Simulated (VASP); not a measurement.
# SnSe2 (P-3m1) in VASP: a series of runs

Runs on SnSe2. Level: PBE. Tasks: single point.

Everything below comes from runs of VASP 6.6.1. Logs are shortened: lines on timing, memory, paths and dates and some standing lists are left out, and cuts for length are marked.

### Step 1. The cell of the first run

It takes space group P-3m1 (No. 164, trigonal). The conventional cell has a = 4.023 Å, b = 4.023 Å, c = 5.507 Å, α = 90.00°, β = 90.00°, γ = 120.00°. Within 3.6 Å of Sn (site symmetry -3m) lie 6 Se at 2.70 Å. Se (site symmetry 3m) has 3 Sn at 2.70 Å and 6 Se at 3.60 Å within 3.7 Å.

### Step 2. Single point, PBE

Input file INCAR:

```
SYSTEM = SnSe2
PREC = Accurate
ENCUT = 520
EDIFF = 1E-7
ISMEAR = 0
SIGMA = 0.05
LREAL = .False.
LASPH = .True.
NELM = 60
ALGO = Normal
ISIF = 2
LWAVE = .False.
LCHARG = .False.
GGA = PE
NBANDS = 20
```

Input file KPOINTS:

```
regular mesh
0
Gamma
  12 12 6
  0 0 0
```

Input file POSCAR:

```
SnSe2
1.0
    4.0231463824      0.0000000000      0.0000000000
   -2.0115731912      3.4841469703      0.0000000000
    0.0000000000      0.0000000000      5.5068351236
Sn Se
1 2
Direct
    0.0000000000      0.0000000000      0.0000000000
    0.3333333333      0.6666666667      0.2500000000
    0.6666666667      0.3333333333      0.7500000000
```

Potentials or basis: VASP PAW PBE potentials, release 64 (Sn_d, Se).

Launch:

```
$ cat potpaw_PBE.64/Sn_d/POTCAR potpaw_PBE.64/Se/POTCAR > POTCAR
$ mpirun -np 1 vasp_std > vasp.out
```

OUTCAR:

```text
SYSTEM = SnSe2
   PREC = Accurate
   ENCUT = 520
   EDIFF = 1E-7
   ISMEAR = 0
   LREAL = .False.
   LASPH = .True.
   NELM = 60
   ISIF = 2
   GGA = PE

 ion  position               nearest neighbor table
   1  0.000  0.000  0.000-   2 2.70   3 2.70   2 2.70   3 2.70   3 2.70   2 2.70
   2  0.333  0.667  0.250-   1 2.70   1 2.70   1 2.70
   3  0.667  0.333  0.750-   1 2.70   1 2.70   1 2.70

  LATTYP: Found a hexagonal cell.
 ALAT       =     4.0231463824
 C/A-ratio  =     1.3687881574

  Lattice vectors:

 A1 = (   4.0231463824,   0.0000000000,   0.0000000000)
 A2 = (  -2.0115731912,   3.4841469703,   0.0000000000)
 A3 = (   0.0000000000,   0.0000000000,   5.5068351236)

Analysis of symmetry for initial positions (statically):
=====================================================================
 Subroutine PRICEL returns:
 Original cell was already a primitive cell.

 Routine SETGRP: Setting up the symmetry group for a
 hexagonal supercell.

 Subroutine GETGRP returns: Found 12 space group operations
 (whereof 12 operations were pure point group operations)
 out of a pool of 24 trial point group operations.

The static configuration has the point symmetry D_3d.

Analysis of symmetry for dynamics (positions and initial velocities):
=====================================================================
 Subroutine PRICEL returns:
 Original cell was already a primitive cell.

 Routine SETGRP: Setting up the symmetry group for a
 hexagonal supercell.

 Subroutine GETGRP returns: Found 12 space group operations
 (whereof 12 operations were pure point group operations)
 out of a pool of 24 trial point group operations.

The dynamic configuration has the point symmetry D_3d.

 Subroutine INISYM returns: Found 12 space group operations
 (whereof 12 operations are pure point group operations),
 and found     1 'primitive' translations

----------------------------------------------------------------------------------------

                                     Primitive cell

  volume of cell :      77.1906

  direct lattice vectors                    reciprocal lattice vectors
     4.023146382  0.000000000  0.000000000     0.248561674  0.143507149  0.000000000
    -2.011573191  3.484146970  0.000000000     0.000000000  0.287014299  0.000000000
     0.000000000  0.000000000  5.506835124     0.000000000  0.000000000  0.181592508

  length of vectors
     4.023146382  4.023146382  5.506835124     0.287014299  0.287014299  0.181592508

  position of ions in fractional coordinates (direct lattice)
     0.000000000  0.000000000  0.000000000
[... 81 lines left out ...]
   LREAL  =      F    real-space projection
   EDIFFG = 0.1E-05   stopping-criterion for IOM
   NSW    =      0    number of steps for IOM
   IBRION =     -1    ionic relax: 0-MD 1-quasi-New 2-CG
   NFREE  =      0    steps in history (QN), initial steepest desc. (CG)
   ISIF   =      2    stress and relaxation
   ISYM   =      2    0-nonsym 1-usesym 2-fastsym
   POTIM  = 0.5000    time-step for ionic-motion
   TEBEG  =    0.0;   TEEND  =   0.0 temperature during run
   PSTRESS=    0.0 pullay stress
   NELECT =      26.0000    total number of electrons
   NUPDOWN=      -1.0000    fix difference up-down
   EMIN   =  10.00;   EMAX   =-10.00  energy-range for DOS
   EFERMI =   0.00;   METHOD = LEGACY
   ISMEAR =     0;   SIGMA  =   0.05  broadening in eV -4-tet -1-fermi 0-gaus
   EFERMI_NEDOS =   21; number of points for ismear=-14 and -15
   IALGO  =     38    algorithm
   IMIX   =      4    mixing-type and parameters
     AMIX     =   0.40;   BMIX     =  1.00
     AMIX_MAG =   1.60;   BMIX_MAG =  1.00
  volume/ion in A,a.u.               =      25.73       173.64
  Fermi-wavevector in a.u.,A,eV,Ry     =   1.139054  2.152501 17.652812  1.297445
  Thomas-Fermi vector in A             =   2.275758
   LORBIT       =      0    0 simple, 1 ext, 2 COOP (PROOUT), +10 PAW based schemes
   GGA     = PE    functional components
   LHFCALC =     F    Hartree Fock is set to
   AEXX    =    0.0000 exact exchange contribution
   IVDW    =     0    specifies the selected vdW correction
   LEPSILON=     F    determine dielectric tensor
   LRPA    =     F    only Hartree local field effects (RPA)
 non-spin polarized calculation
 Gauss-broadening in eV      SIGMA  =   0.05
  energy-cutoff  :      520.00
  volume of cell :       77.19
 maximum number of plane-waves:      2120
 NGX is ok and might be reduce to    30
   NGX = 15   NGY = 15   NGZ = 21

 number of electron      25.9999994 magnetization

 Free energy of the ion-electron system (eV)
  ---------------------------------------------------
  ext. energy  EPLUGINS =         0.00000000
  ---------------------------------------------------
  free energy    TOTEN  =       -11.52517157 eV

  energy without entropy =      -11.52486324  energy(sigma->0) =      -11.52501740

 E-fermi :   5.0267     XC(G=0):  -9.4932

 val. band max:        4.9940893696   @ k =   0.0833  -0.0000   0.0000
 cond. band min:       5.0645423059   @ k =   0.0000   0.0000   0.0000
 fundamental gap:      0.0704529363
 Fermi energy:         5.0266921689

 k-point     1 :       0.0000    0.0000    0.0000
  band No.  band energies     occupation
      1     -17.0812      2.00000
      2     -17.0812      2.00000
      3     -17.0679      2.00000
      4     -17.0341      2.00000
      5     -17.0341      2.00000
      6      -9.6636      2.00000
[... 541 lines left out ...]
     19      12.4595      0.00000
     20      12.5866      0.00000

 [... further k-points ...]

------------------------ aborting loop because EDIFF is reached ----------------------------------------

  FORCE on cell =-STRESS in cart. coord.  units (eV):
  Direction    XX          YY          ZZ          XY          YZ          ZX
  --------------------------------------------------------------------------------------
  -------------------------------------------------------------------------------------
  Total        1.2279406      1.2279406      4.2700207      0.0000000      0.0000000      0.0000000
  in kB       25.4872851     25.4872851     88.6290681      0.0000000      0.0000000      0.0000000
  external PRESSURE =      46.5345461 kB  Pullay stress =       0.0000000 kB

 VOLUME and BASIS-vectors are now :
 -----------------------------------------------------------------------------
  energy-cutoff  :      520.00
  volume of cell :       77.19
      direct lattice vectors                 reciprocal lattice vectors
     4.023146382  0.000000000  0.000000000     0.248561674  0.143507149  0.000000000
    -2.011573191  3.484146970  0.000000000     0.000000000  0.287014299  0.000000000
     0.000000000  0.000000000  5.506835124     0.000000000  0.000000000  0.181592508

 POSITION                                       TOTAL-FORCE (eV/Angst)
 -----------------------------------------------------------------------------------
      0.00000      0.00000      0.00000         0.000000      0.000000      0.000000
     -0.00000      2.32276      1.37671         0.000000     -0.000000      1.257504
      2.01157      1.16138      4.13013        -0.000000      0.000000     -1.257504
 -----------------------------------------------------------------------------------
    total drift:                                0.000000      0.000000     -0.000000

  FREE ENERGIE OF THE ION-ELECTRON SYSTEM (eV)
  ---------------------------------------------------
  free  energy   TOTEN  =       -11.5251715652 eV

  energy  without entropy=      -11.5248632393  energy(sigma->0) =      -11.52501740
```

OSZICAR:

```text
N       E                     dE             d eps       ncg     rms          rms(c)
DAV:   1     0.206668771192E+03    0.20667E+03   -0.12087E+04  4076   0.148E+03
DAV:   2     0.115951592349E+02   -0.19507E+03   -0.18770E+03  4268   0.384E+02
DAV:   3    -0.110084729631E+02   -0.22604E+02   -0.22080E+02  4872   0.113E+02
DAV:   4    -0.118228963081E+02   -0.81442E+00   -0.81275E+00  4800   0.224E+01
DAV:   5    -0.118421158948E+02   -0.19220E-01   -0.19218E-01  5392   0.360E+00    0.507E+00
DAV:   6    -0.115439629746E+02    0.29815E+00   -0.58369E-01  5852   0.777E+00    0.328E+00
DAV:   7    -0.115245492454E+02    0.19414E-01   -0.18483E-01  4688   0.260E+00    0.111E+00
DAV:   8    -0.115245006793E+02    0.48566E-04   -0.15521E-02  4780   0.130E+00    0.290E-01
DAV:   9    -0.115251103504E+02   -0.60967E-03   -0.18781E-03  4628   0.390E-01    0.965E-02
DAV:  10    -0.115251239925E+02   -0.13642E-04   -0.15583E-04  4800   0.917E-02    0.352E-02
DAV:  11    -0.115251689380E+02   -0.44946E-04   -0.51687E-05  4404   0.430E-02    0.720E-03
DAV:  12    -0.115251708819E+02   -0.19439E-05   -0.46000E-06  4876   0.134E-02    0.659E-03
DAV:  13    -0.115251713437E+02   -0.46176E-06   -0.25252E-06  4356   0.101E-02    0.344E-03
DAV:  14    -0.115251714912E+02   -0.14752E-06   -0.55576E-08  3784   0.180E-03    0.167E-03
DAV:  15    -0.115251715652E+02   -0.74052E-07   -0.25034E-08  3224   0.101E-03
   1 F= -.11525172E+02 E0= -.11525017E+02  d E =-.308326E-03
```

stdout:

```text
POSCAR found type information on POSCAR SnSe
 POSCAR found :  2 types and       3 ions
 scaLAPACK will be used
 LDA part: xc-table for (Slater+PW92), standard interpolation
 POSCAR, INCAR and KPOINTS ok, starting setup
 FFT: planning ... GRIDC
 FFT: planning ... GRID_SOFT
 FFT: planning ... GRID
 WAVECAR not read
 entering main loop
```

Wall time 2.9 min (1 thread of Intel Xeon 8259CL, shared host); peak memory 0.29 GiB.

What came out:

```yaml
Free_energy: -11.5252 eV
Pressure: 4.7 GPa
Largest_force: 1.258 eV/Å
Band_gap_on_the_k_mesh: 0.07 eV (least direct gap 0.10 eV)
```

Forces on the atoms (eV/Å):
```
Sn   0.000  0.000  0.000
Se   0.000  0.000  1.258
Se   0.000  0.000 -1.258
```

Levels at points of the mesh, in eV from the valence-band top:
```csv
k point,band 9,band 10,band 11,band 12,band 13,band 14,band 15,band 16,band 17,band 18
"(0.00, 0.00, 0.00)",-2.02,-2.02,-1.81,-1.81,-0.61,0.07,1.39,3.53,3.53,7.86
"(0.50, 0.00, 0.00)",-4.75,-4.02,-3.38,-1.75,-1.04,0.26,2.88,4.65,4.89,7.62
"(0.00, 0.00, 0.50)",-2.35,-2.15,-2.15,-1.53,-1.53,0.91,1.51,2.95,2.95,6.85
"(0.50, 0.00, 0.50)",-5.58,-3.72,-2.17,-1.78,-1.76,0.75,3.47,5.03,5.94,6.14
```

Caveat: the cell stands under pressure; spin-orbit coupling is left out, which moves the levels of the heavy elements; forces of over 1 eV/Å act on the atoms, so gaps and moduli don't describe the material at rest. A k mesh can miss the band edges.

(Continued in part 2 of 2.)
